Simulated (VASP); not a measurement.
Here is a VASP 6.6.1 calculation.

Contents of INCAR:

```
SYSTEM = Sn
  PREC = Accurate
  ENCUT = 520
  EDIFF = 1E-8
  ISMEAR = -1
  SIGMA = 0.03
  LREAL = .False.
  LASPH = .True.
  NELM = 80
  ALGO = Normal
  ISIF = 2
  LWAVE = .False.
  LCHARG = .False.
  GGA = PE
  LEFG = .True.
  NBANDS = 21
```

Contents of KPOINTS:

```
Automatic mesh
0
Gamma
  9 9 9
  0 0 0
```

The input POSCAR:

```
Sn
1.0
    0.0000000000      3.2563828035      3.2563828035
    3.2563828035      0.0000000000      3.2563828035
    3.2563828035      3.2563828035      0.0000000000
Sn
2
Direct
    0.5000000000      0.5000000000      0.5000000000
    0.7500000000      0.7500000000      0.7500000000
```

Potentials or basis: VASP PAW PBE potentials, release 64 (Sn_d).

Command:

```sh
$ cat potpaw_PBE.64/Sn_d/POTCAR > POTCAR
$ mpirun -np 1 vasp_std > vasp.out
```

Question: Estimate the pressure.

Answer: 2.6 GPa.

Question: Predict the band gap on the k mesh.

Answer: Zero (bands 14 and 15 overlap by 0.09 eV).

Caveat: spin-orbit coupling is left out, which moves the levels of the heavy elements.
